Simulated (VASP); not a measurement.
Pt, 1 atom in the cell. The structure is cubic, space group Pm-3m (No. 221). The conventional cell has a = 2.550 Å, b = 2.550 Å, c = 2.550 Å, α = 90.00°, β = 90.00°, γ = 90.00°. Pt (site symmetry m-3m) has 6 Pt at 2.55 Å within 3.4 Å. This isn't the form of Pt at room conditions, which is fcc.

| Quantity | Value |
| --- | --- |
| Program | VASP 6.6.1 |
| Task | relaxation of cell and atoms |
| Functional | PBE |
| Potentials or basis | VASP PAW PBE potentials, release 64 (Pt) |
| Cutoff | 500 eV |
| k mesh | 9 × 9 × 9 |
| Occupations | gaussian, width 0.05 eV |
| Spin | no spin polarisation |
| Dipole correction | no |
| Further INCAR settings | ALGO = Normal; EDIFF = 1e-07; IBRION = 2; EDIFFG = -0.01; NSW = 80; ISIF = 3 |

Potentials or basis: VASP PAW PBE potentials, release 64 (Pt).

Run with:

```sh
$ cat potpaw_PBE.64/Pt/POTCAR > POTCAR
$ mpirun -np 1 vasp_std > vasp.out
```

Hardware: 1 thread of Intel(R) Xeon(R) Platinum 8375C CPU @ 2.90GHz (Ice Lake), on a shared host.

Problem. Estimate the wall time of this run.

Solution. Wall time 40 s on 1 thread of Intel(R) Xeon(R) Platinum 8375C CPU @ 2.90GHz (Ice Lake) (shared host), peak memory 0.13 GiB. Counts: scf iterations 93, k points 35, ion steps 17.
